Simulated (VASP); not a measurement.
# InP (I-4m2) in VASP: notebook

Runs on InP. Level: r2SCAN. Tasks: single point.

Everything below comes from runs of VASP 6.6.1. Logs are shortened: lines on timing, memory, paths and dates and some standing lists are left out, and cuts for length are marked.

### Step 1. The cell of the first run

It takes space group I-4m2 (No. 119, tetragonal). The conventional cell has a = 4.207 Å, b = 4.207 Å, c = 5.685 Å, α = 90.00°, β = 90.00°, γ = 90.00°. Within 3.3 Å of In (site symmetry -4m2) lie 4 P at 2.54 Å. Within 3.3 Å of P (site symmetry -4m2) lie 4 In at 2.54 Å.

### Step 2. Single point, r2SCAN (strain +0.015 along x and y, -0.030 along z)

File POSCAR:

```
InP
1.0
    0.0000000000      2.9744575000      2.8425850000
    2.9744575000      0.0000000000      2.8425850000
    2.9744575000      2.9744575000      0.0000000000
In P
1 1
Direct
    0.0000000000      0.0000000000      0.0000000000
    0.7500000000      0.7500000000      0.7500000000
```

File INCAR.step1:

```
PREC = Accurate
ENCUT = 520
ISMEAR = 0
SIGMA = 0.05
LREAL = False
LASPH = True
NELM = 80
NBANDS = 16
GGA = PE
ALGO = Normal
EDIFF = 1E-4
LWAVE = True
LCHARG = False
```

File INCAR.step2:

```
PREC = Accurate
ENCUT = 520
EDIFF = 1E-7
ISMEAR = 0
SIGMA = 0.05
LREAL = False
LASPH = True
NELM = 80
ALGO = Normal
ISIF = 2
LWAVE = False
LCHARG = True
METAGGA = R2SCAN
LMIXTAU = True
LELF = True
LVHAR = True
NBANDS = 16
ISTART = 1
```

File KPOINTS:

```
regular mesh
0
Gamma
  8 8 8
```

Potentials or basis: VASP PAW PBE potentials, release 64 (In_d, P).

Command:

```sh
$ cat potpaw_PBE.64/In_d/POTCAR potpaw_PBE.64/P/POTCAR > POTCAR
$ cp INCAR.step1 INCAR
$ mpirun -np 1 vasp_std > vasp.out
$ cp INCAR.step2 INCAR
$ mpirun -np 1 vasp_std > vasp.out
```

OUTCAR:

```text
PREC = Accurate
   ENCUT = 520
   EDIFF = 1E-7
   ISMEAR = 0
   LREAL = False
   LASPH = True
   NELM = 80
   ISIF = 2
   METAGGA = R2SCAN
   ISTART = 1

 ion  position               nearest neighbor table
   1  0.000  0.000  0.000-   2 2.54   2 2.54   2 2.54   2 2.54
   2  0.750  0.750  0.750-   1 2.54   1 2.54   1 2.54   1 2.54

  LATTYP: Found a body centered tetragonal cell.
 ALAT       =     4.2065181372
 C/A-ratio  =     1.3515144389

  Lattice vectors:

 A1 = (   0.0000000000,  -2.9744575000,  -2.8425850000)
 A2 = (   0.0000000000,   2.9744575000,  -2.8425850000)
 A3 = (   2.9744575000,   0.0000000000,   2.8425850000)

Analysis of symmetry for initial positions (statically):
=====================================================================
 Subroutine PRICEL returns:
 Original cell was already a primitive cell.

 Routine SETGRP: Setting up the symmetry group for a
 body centered tetragonal supercell.

 Subroutine GETGRP returns: Found  8 space group operations
 (whereof  8 operations were pure point group operations)
 out of a pool of 16 trial point group operations.

The static configuration has the point symmetry D_2d.

Analysis of symmetry for dynamics (positions and initial velocities):
=====================================================================
 Subroutine PRICEL returns:
 Original cell was already a primitive cell.

 Routine SETGRP: Setting up the symmetry group for a
 body centered tetragonal supercell.

 Subroutine GETGRP returns: Found  8 space group operations
 (whereof  8 operations were pure point group operations)
 out of a pool of 16 trial point group operations.

The dynamic configuration has the point symmetry D_2d.

 Subroutine INISYM returns: Found  8 space group operations
 (whereof  8 operations are pure point group operations),
 and found     1 'primitive' translations

----------------------------------------------------------------------------------------

                                     Primitive cell

  volume of cell :      50.2990

  direct lattice vectors                    reciprocal lattice vectors
     0.000000000  2.974457500  2.842585000    -0.168097880  0.168097880  0.175896235
     2.974457500  0.000000000  2.842585000     0.168097880 -0.168097880  0.175896235
     2.974457500  2.974457500  0.000000000     0.168097880  0.168097880 -0.175896235

  length of vectors
     4.114327029  4.114327029  4.206518137     0.295725008  0.295725008  0.295725008

  position of ions in fractional coordinates (direct lattice)
     0.000000000  0.000000000  0.000000000
     0.750000000  0.750000000  0.750000000

  ion indices of the primitive-cell ions
   primitive index   ion index
                 1           1
                 2           2

----------------------------------------------------------------------------------------

 KPOINTS: regular mesh

Automatic generation of k-mesh.
 Grid dimensions read from file:
 generate k-points for:    8    8    8

 Generating k-lattice:

  Cartesian coordinates                     Fractional coordinates (reciprocal lattice)
    -0.021012235  0.021012235  0.021987029     0.125000000  0.000000000  0.000000000
     0.021012235 -0.021012235  0.021987029     0.000000000  0.125000000  0.000000000
     0.021012235  0.021012235 -0.021987029     0.000000000  0.000000000  0.125000000

  Length of vectors
     0.036965626  0.036965626  0.036965626

  Shift w.r.t. Gamma in fractional coordinates (k-lattice)
     0.000000000  0.000000000  0.000000000

 Subroutine IBZKPT returns following result:
 ===========================================

 Found     59 irreducible k-points:

 Following reciprocal coordinates:
            Coordinates               Weight
  0.000000  0.000000  0.000000      1.000000
  0.125000  0.000000  0.000000      8.000000
  0.250000  0.000000  0.000000      8.000000
  0.375000  0.000000  0.000000      8.000000
  0.500000  0.000000  0.000000      4.000000
  0.125000  0.125000  0.000000      2.000000
[... 16 lines left out ...]
  0.250000  0.000000  0.125000     16.000000
  0.375000  0.000000  0.125000     16.000000
 [... further k-points ...]
   k-points           NKPTS =     59   k-points in BZ     NKDIM =     59   number of bands    NBANDS=     16
   number of dos      NEDOS =    301   number of ions     NIONS =      2
   total plane-waves  NPLWV =  32768
   dimension x,y,z NGX =    32 NGY =   32 NGZ =   32
   dimension x,y,z NGXF=    64 NGYF=   64 NGZF=   64
   ions per type =               1   1
   NGX,Y,Z   is equivalent  to a cutoff of  12.93, 12.93, 12.65 a.u.
   NGXF,Y,Z  is equivalent  to a cutoff of  25.86, 25.86, 25.29 a.u.
 SYSTEM =  unknown system
   PREC   = accura    normal or accurate (medium, high low for compatibility)
   ISTART =      1    job   : 0-new  1-cont  2-samecut
   ICHARG =      0    charge: 1-file 2-atom 10-const
   ISPIN  =      1    spin polarized calculation?
   LNONCOLLINEAR =      F non collinear calculations
   LSORBIT =      F    spin-orbit coupling
   LASPH  =      T    aspherical Exc in radial PAW
   ENCUT  =  520.0 eV  38.22 Ry    6.18 a.u.   7.65  7.65  7.82*2*pi/ulx,y,z
   NELM   =     80;   NELMIN=  2; NELMDL=  0     # of ELM steps
   EDIFF  = 0.1E-06   stopping-criterion for ELM
   LREAL  =      F    real-space projection
   EDIFFG = 0.1E-05   stopping-criterion for IOM
   NSW    =      0    number of steps for IOM
   IBRION =     -1    ionic relax: 0-MD 1-quasi-New 2-CG
   NFREE  =      0    steps in history (QN), initial steepest desc. (CG)
   ISIF   =      2    stress and relaxation
   ISYM   =      2    0-nonsym 1-usesym 2-fastsym
   POTIM  = 0.5000    time-step for ionic-motion
   TEBEG  =    0.0;   TEEND  =   0.0 temperature during run
   PSTRESS=    0.0 pullay stress
   NELECT =      18.0000    total number of electrons
   NUPDOWN=      -1.0000    fix difference up-down
   EMIN   =  10.00;   EMAX   =-10.00  energy-range for DOS
   EFERMI =   0.00;   METHOD = LEGACY
   ISMEAR =     0;   SIGMA  =   0.05  broadening in eV -4-tet -1-fermi 0-gaus
   EFERMI_NEDOS =   21; number of points for ismear=-14 and -15
   IALGO  =     38    algorithm
   IMIX   =      4    mixing-type and parameters
     AMIX     =   0.40;   BMIX     =  1.00
     AMIX_MAG =   1.60;   BMIX_MAG =  1.00
  volume/ion in A,a.u.               =      25.15       169.72
  Fermi-wavevector in a.u.,A,eV,Ry     =   1.162285  2.196400 18.380201  1.350907
  Thomas-Fermi vector in A             =   2.298848
   LORBIT       =      0    0 simple, 1 ext, 2 COOP (PROOUT), +10 PAW based schemes
   METAGGA = R2SCAN    functional components
   LHFCALC =     F    Hartree Fock is set to
   AEXX    =    0.0000 exact exchange contribution
   IVDW    =     0    specifies the selected vdW correction
   LEPSILON=     F    determine dielectric tensor
   LRPA    =     F    only Hartree local field effects (RPA)
 non-spin polarized calculation
 Gauss-broadening in eV      SIGMA  =   0.05
  energy-cutoff  :      520.00
  volume of cell :       50.30
 maximum number of plane-waves:      1371
   NGX = 15   NGY = 15   NGZ = 15

 number of electron      18.0000005 magnetization

 Free energy of the ion-electron system (eV)
  ---------------------------------------------------
  ext. energy  EPLUGINS =         0.00000000
  ---------------------------------------------------
  free energy    TOTEN  =       -32.28239727 eV

  energy without entropy =      -32.28239727  energy(sigma->0) =      -32.28239727

 E-fermi :   5.3555     XC(G=0):  -9.8864

 val. band max:        5.1570407733   @ k =   0.0000   0.0000   0.0000
 cond. band min:       6.1831468408   @ k =   0.0000   0.0000   0.0000
 fundamental gap:      1.0261060675
 Fermi energy:         5.3555107975

 k-point     1 :       0.0000    0.0000    0.0000
  band No.  band energies     occupation
      1      -9.6443      2.00000
      2      -9.6443      2.00000
      3      -9.6255      2.00000
      4      -9.4637      2.00000
      5      -9.4563      2.00000
      6      -6.9801      2.00000
[... 8 lines left out ...]
     15      14.5882      0.00000
     16      15.2507      0.00000

 k-point     2 :       0.1250    0.0000    0.0000
  band No.  band energies     occupation
      1      -9.6614      2.00000
      2      -9.6360      2.00000
      3      -9.6224      2.00000
      4      -9.4642      2.00000
      5      -9.4554      2.00000
      6      -6.7913      2.00000
[... 8 lines left out ...]
     15      14.4200      0.00000
     16      15.0271      0.00000

 k-point     3 :       0.2500    0.0000    0.0000
  band No.  band energies     occupation
      1      -9.7096      2.00000
      2      -9.6183      2.00000
      3      -9.6066      2.00000
      4      -9.4635      2.00000
      5      -9.4505      2.00000
      6      -6.2662      2.00000
[... 8 lines left out ...]
     15      14.0550      0.00000
     16      14.8181      0.00000

 k-point     4 :       0.3750    0.0000    0.0000
  band No.  band energies     occupation
      1      -9.7550      2.00000
      2      -9.6046      2.00000
      3      -9.5929      2.00000
      4      -9.4593      2.00000
      5      -9.4413      2.00000
      6      -5.5677      2.00000
[... 8 lines left out ...]
     15      15.1064      0.00000
     16      15.1542      0.00000
[... 324 lines left out ...]
 k-point    22 :       0.1250    0.0000    0.1250
  band No.  band energies     occupation
      1      -9.6802      2.00000
      2      -9.6273      2.00000
      3      -9.6114      2.00000
      4      -9.4652      2.00000
      5      -9.4551      2.00000
      6      -6.7360      2.00000
[... 8 lines left out ...]
     15      15.0611      0.00000
     16      15.4382      0.00000

 k-point    23 :       0.2500    0.0000    0.1250
  band No.  band energies     occupation
      1      -9.7177      2.00000
      2      -9.6103      2.00000
      3      -9.5972      2.00000
      4      -9.4684      2.00000
      5      -9.4506      2.00000
      6      -6.3287      2.00000
[... 8 lines left out ...]
     15      14.9635      0.00000
     16      16.1342      0.00000

 k-point    24 :       0.3750    0.0000    0.1250
  band No.  band energies     occupation
      1      -9.7559      2.00000
      2      -9.5983      2.00000
      3      -9.5841      2.00000
      4      -9.4652      2.00000
      5      -9.4452      2.00000
      6      -5.6751      2.00000
[... 8 lines left out ...]
     15      15.3712      0.00000
     16      15.8353      0.00000

 [... further k-points ...]
[... 5 lines left out ...]
  --------------------------------------------------------------------------------------
  -------------------------------------------------------------------------------------
  Total        0.3001597      0.3001597      0.8705508      0.0000000      0.0000000      0.0000000
  in kB        9.5610140      9.5610140     27.7297359      0.0000000      0.0000000      0.0000000
  external PRESSURE =      15.6172547 kB  Pullay stress =       0.0000000 kB

 VOLUME and BASIS-vectors are now :
 -----------------------------------------------------------------------------
  energy-cutoff  :      520.00
  volume of cell :       50.30
      direct lattice vectors                 reciprocal lattice vectors
     0.000000000  2.974457500  2.842585000    -0.168097880  0.168097880  0.175896235
     2.974457500  0.000000000  2.842585000     0.168097880 -0.168097880  0.175896235
     2.974457500  2.974457500  0.000000000     0.168097880  0.168097880 -0.175896235

 POSITION                                       TOTAL-FORCE (eV/Angst)
 -----------------------------------------------------------------------------------
      0.00000      0.00000      0.00000        -0.000000     -0.000000     -0.000000
      4.46169      4.46169      4.26388         0.000000      0.000000      0.000000
 -----------------------------------------------------------------------------------
    total drift:                               -0.000002     -0.000002      0.000011

  FREE ENERGIE OF THE ION-ELECTRON SYSTEM (eV)
  ---------------------------------------------------
  free  energy   TOTEN  =       -32.2823972705 eV

  energy  without entropy=      -32.2823972705  energy(sigma->0) =      -32.28239727
```

Wall time 59 s (1 thread of Intel Xeon 6975P-C (Granite Rapids), shared host); peak memory 0.21 GiB.

Results:

| Property | Result |
| --- | --- |
| Free energy | -32.2824 eV |
| Pressure | 1.6 GPa |
| Band gap on the k mesh | 1.03 eV, direct |

Stress tensor (GPa, compression positive):
```
0.96 0.00 0.00
0.00 0.96 0.00
0.00 0.00 2.77
```

Caveat: the cell differs from its parent crystal (strain +0.015 along x and y, -0.030 along z); the PAW data sets were made with another functional, which shifts forces and pressure a little; spin-orbit coupling is left out, which moves the levels of the heavy elements.

### Step 3. Single point, r2SCAN (strain +0.030 along x and y, -0.030 along z)

File POSCAR:

```
InP
1.0
    0.0000000000      3.0184150000      2.8425850000
    3.0184150000      0.0000000000      2.8425850000
    3.0184150000      3.0184150000      0.0000000000
In P
1 1
Direct
    0.0000000000      0.0000000000      0.0000000000
    0.7500000000      0.7500000000      0.7500000000
```

File INCAR.step1:

```
SYSTEM = InP
PREC = Accurate
ENCUT = 520
ISMEAR = 0
SIGMA = 0.05
LREAL = .FALSE.
LASPH = .TRUE.
NELM = 60
NBANDS = 16
GGA = PE
ALGO = Normal
EDIFF = 1E-4
LWAVE = .TRUE.
LCHARG = .FALSE.
```

File INCAR.step2:

```
SYSTEM = InP
PREC = Accurate
ENCUT = 520
EDIFF = 1E-6
ISMEAR = 0
SIGMA = 0.05
LREAL = .FALSE.
LASPH = .TRUE.
NELM = 60
ALGO = Normal
ISIF = 2
LWAVE = .FALSE.
LCHARG = .FALSE.
METAGGA = R2SCAN
LMIXTAU = .TRUE.
NBANDS = 16
ISTART = 1
```

File KPOINTS:

```
Automatic mesh
0
G
  8 8 8
  0 0 0
```

Potentials or basis: VASP PAW PBE potentials, release 64 (In_d, P).

Command:

```sh
$ cat potpaw_PBE.64/In_d/POTCAR potpaw_PBE.64/P/POTCAR > POTCAR
$ cp INCAR.step1 INCAR
$ mpirun -np 1 vasp_std > vasp.out
$ cp INCAR.step2 INCAR
$ mpirun -np 1 vasp_std > vasp.out
```

Run time: 46 s. Hardware: 1 thread of Intel Xeon 6975P-C (Granite Rapids), shared host; peak memory 0.21 GiB.

Results (log left out):

```yaml
Free_energy: -32.2808 eV
Pressure: -0.5 GPa
Band_gap_on_the_k_mesh: 0.81 eV, direct
```

Stress tensor (GPa, compression positive):
```
-1.34  0.00  0.00
 0.00 -1.34  0.00
 0.00  0.00  1.05
```

Levels at points of the mesh, in eV from the valence-band top:
| k point | band 7 | band 8 | band 9 | band 10 | band 11 | band 12 |
| --- | --- | --- | --- | --- | --- | --- |
| (0.00, 0.00, 0.00) | -0.26 | -0.26 | 0.00 | 0.81 | 4.22 | 4.32 |
| (0.50, 0.00, 0.00) | -5.89 | -1.33 | -0.95 | 1.56 | 4.79 | 5.25 |
| (0.50, 0.50, 0.00) | -5.67 | -2.70 | -2.70 | 1.68 | 2.00 | 9.89 |
| (0.50, 0.00, 0.50) | -6.04 | -2.37 | -2.34 | 2.00 | 2.57 | 9.28 |

Caveat: the cell differs from its parent crystal (strain +0.030 along x and y, -0.030 along z); the PAW data sets were made with another functional, which shifts forces and pressure a little; spin-orbit coupling is left out, which moves the levels of the heavy elements.

### Step 4. Single point, r2SCAN (strain +0.030 along x and y, -0.015 along z)

File POSCAR:

```
InP
1.0
    0.0000000000      3.0184150000      2.8865425000
    3.0184150000      0.0000000000      2.8865425000
    3.0184150000      3.0184150000      0.0000000000
In P
1 1
Direct
    0.0000000000      0.0000000000      0.0000000000
    0.7500000000      0.7500000000      0.7500000000
```

File INCAR.step1:

```
  ALGO = Normal
  EDIFF = 1E-4
  ENCUT = 520
  GGA = PE
  ISMEAR = 0
  LASPH = True
  LCHARG = False
  LREAL = False
  LWAVE = True
  NBANDS = 16
  NELM = 60
  PREC = Accurate
  SIGMA = 0.05
```

File INCAR.step2:

```
  ALGO = Normal
  EDIFF = 1E-6
  ENCUT = 520
  ISIF = 2
  ISMEAR = 0
  ISTART = 1
  LASPH = True
  LCHARG = False
  LMIXTAU = True
  LREAL = False
  LWAVE = False
  METAGGA = R2SCAN
  NBANDS = 16
  NELM = 60
  PREC = Accurate
  SIGMA = 0.05
```

File KPOINTS:

```
k-points
0
Gamma
  8 8 8
```

Command:

```sh
$ cat potpaw_PBE.64/In_d/POTCAR potpaw_PBE.64/P/POTCAR > POTCAR
$ cp INCAR.step1 INCAR
$ mpirun -np 1 vasp_std > vasp.out
$ cp INCAR.step2 INCAR
$ mpirun -np 1 vasp_std > vasp.out
```

Run time: 48 s. Hardware: 1 thread of Intel Xeon 6975P-C (Granite Rapids), shared host; peak memory 0.21 GiB.

The run converged. Its results:

```
Free energy            : -32.2831 eV
Pressure               : -1.5 GPa
Band gap on the k mesh : 0.77 eV, direct
```

Stress tensor (GPa, compression positive):
```
-2.11  0.00  0.00
 0.00 -2.11  0.00
 0.00  0.00 -0.25
```

Levels at points of the mesh, in eV from the valence-band top:
```csv
k point,band 7,band 8,band 9,band 10,band 11,band 12
"(0.00, 0.00, 0.00)",-0.20,-0.20,0.00,0.77,4.26,4.34
"(0.50, 0.00, 0.00)",-5.77,-1.21,-0.93,1.59,4.88,5.21
"(0.50, 0.50, 0.00)",-5.63,-2.55,-2.55,1.79,2.14,9.74
"(0.50, 0.00, 0.50)",-5.90,-2.31,-2.29,2.03,2.55,9.29
```

Caveat: the cell differs from its parent crystal (strain +0.030 along x and y, -0.015 along z); the PAW data sets were made with another functional, which shifts forces and pressure a little; spin-orbit coupling is left out, which moves the levels of the heavy elements.

### Step 5. Overview

| cell | gap on the mesh (eV) | pressure (GPa) |
| --- | --- | --- |
| a = 4.114, b = 4.114, c = 4.207 Å, angles 59.3, 59.3, 61.5°, 2 atoms | 1.03 | 1.6 |
| a = 4.146, b = 4.146, c = 4.269 Å, angles 59.0, 59.0, 62.0°, 2 atoms | 0.81 | -0.5 |
| a = 4.176, b = 4.176, c = 4.269 Å, angles 59.3, 59.3, 61.5°, 2 atoms | 0.77 | -1.5 |

Alike in all rows: task single point; level r2SCAN; potentials or basis VASP PAW PBE potentials, release 64 (In_d, P); no spin polarisation; k mesh 8 × 8 × 8; cutoff (eV) 520; smearing gaussian 0.05 eV.

Caveats: the PAW data sets were made with another functional, which shifts forces and pressure a little; spin-orbit coupling is left out, which moves the levels of the heavy elements.

Absolute energies hang on the potentials; compare differences alone.
